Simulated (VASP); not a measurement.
A run of VASP 6.6.1:

File INCAR:

```
SYSTEM = TiSi16
  ALGO = Normal
  EDIFF = 1E-6
  EDIFFG = -0.03
  ENCUT = 520
  GGA = PE
  IBRION = 2
  ISIF = 2
  ISMEAR = 0
  IVDW = 12
  LASPH = .TRUE.
  LCHARG = .FALSE.
  LREAL = Auto
  LWAVE = .FALSE.
  NELM = 60
  NSW = 80
  PREC = Accurate
  SIGMA = 0.02
```

Contents of KPOINTS:

```
k-points
0
G
  2 2 2
  0 0 0
```

POSCAR

```
TiSi16
1.0
    0.0000000000      5.4300000000      5.4300000000
    5.4300000000      0.0000000000      5.4300000000
    5.4300000000      5.4300000000      0.0000000000
Si Ti
16 1
Direct
    0.0000000000      0.0000000000      0.0000000000
    0.1250000000      0.1250000000      0.1250000000
    0.0000000000      0.0000000000      0.5000000000
    0.1250000000      0.1250000000      0.6250000000
    0.0000000000      0.5000000000      0.0000000000
    0.1250000000      0.6250000000      0.1250000000
    0.0000000000      0.5000000000      0.5000000000
    0.1250000000      0.6250000000      0.6250000000
    0.5000000000      0.0000000000      0.0000000000
    0.6250000000      0.1250000000      0.1250000000
    0.5000000000      0.0000000000      0.5000000000
    0.6250000000      0.1250000000      0.6250000000
    0.5000000000      0.5000000000      0.0000000000
    0.6250000000      0.6250000000      0.1250000000
    0.5000000000      0.5000000000      0.5000000000
    0.6250000000      0.6250000000      0.6250000000
    0.8037183000      0.8127347000      0.3270917000
```

Potentials or basis: VASP PAW PBE potentials, release 64 (Si, Ti_sv).

Command:

```console
$ cat potpaw_PBE.64/Si/POTCAR potpaw_PBE.64/Ti_sv/POTCAR > POTCAR
$ mpirun -np 1 vasp_std > vasp.out
```

Hardware: 1 thread of Intel(R) Xeon(R) Platinum 8559C (Emerald Rapids), on a shared host.

**Question.** Estimate the wall time of this run.

**Answer.** Run time: 62 min on 1 thread of Intel(R) Xeon(R) Platinum 8559C (Emerald Rapids), with other jobs on the host, peak memory 0.57 GiB. Counts: scf iterations 433, k points 8, ion steps 56.
